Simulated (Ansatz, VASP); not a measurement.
TiTe2 in VASP and in Ansatz

INCAR

```
SYSTEM = TiTe2
  PREC = Accurate
  ENCUT = 520
  EDIFF = 1E-7
  ISMEAR = -1
  SIGMA = 0.1
  LREAL = .FALSE.
  LASPH = .TRUE.
  NELM = 100
  ALGO = Normal
  ISIF = 2
  LWAVE = .FALSE.
  LCHARG = .TRUE.
  GGA = CA
  LELF = .TRUE.
  LVHAR = .TRUE.
  NBANDS = 19
```

KPOINTS

```
regular mesh
0
G
  8 8 4
  0 0 0
```

The input POSCAR:

```
TiTe2
1.0
    3.8380760000     -0.0024330000     -0.0161160000
   -1.9211450000      3.2700100000     -0.0116680000
   -0.0277270000     -0.0391870000      6.3992250000
Te Ti
2 1
Direct
    0.3333333333      0.6666666667      0.7372000000
    0.6666666667      0.3333333333      0.2628000000
    0.0000000000      0.0000000000      0.0000000000
```

The input input.yaml:

```yaml
crystal:
  lattice:
    - [3.838076, -0.002433, -0.016116]
    - [-1.921145, 3.27001, -0.011668]
    - [-0.027727, -0.039187, 6.399225]
  atoms:
    - { symbol: Te, position: [0.3333333333, 0.6666666667, 0.7372] }
    - { symbol: Te, position: [0.6666666667, 0.3333333333, 0.2628] }
    - { symbol: Ti, position: [0.0, 0.0, 0.0] }
hamiltonian:
  xc: lda
  pseudopotentials: { kind: paw }
kpoints:
  mp_grid: { grid: [8, 8, 4] }
scf:
  occupations: { method: fermi_dirac, width: 0.1 }
output:
  forces: true
  stress: true
  eigenvalues: true
```

Change from the starting cell: cell strained at random at fixed volume.

Alike in both runs: task single point; functional LDA; k mesh 8 × 8 × 4; occupations fermi-dirac, width 0.1 eV; no spin polarisation.

|  | VASP | Ansatz |
| --- | --- | --- |
| version | VASP 6.6.1 | Ansatz 0.2.0 |
| potentials or method | VASP PAW LDA potentials, release 64 (Te, Ti_sv) | Ansatz PAW |
| plane-wave cutoff (eV) | 520 | 420 |
| valence electrons in the cell | 24 | 44 |

Ansatz gave:

* gap on the k mesh at the Fermi level (eV): none
* pressure (GPa): -4.0
* traceless stress, the component that is largest in VASP (GPa): 1.05
* rms of the force components (eV/Å): 0.106

Problem. What did VASP give for the same quantities?

Solution. gap on the k mesh at the Fermi level (eV): none; pressure (GPa): -3.9; traceless stress, the component that is largest in VASP (GPa): 1.05; rms of the force components (eV/Å): 0.093.

LDA's correlation is that of Perdew and Zunger in VASP and of Perdew and Wang (1992) in Ansatz. Atom by atom the forces differ by 0.014 eV/Å (rms over components). A gap of «none» marks a metal or a gap that the smearing closes. VASP's potentials hold 24 valence electrons a cell and Ansatz's 44, so a difference there can come from the potentials and not from the codes.

Spin-orbit coupling is off throughout.
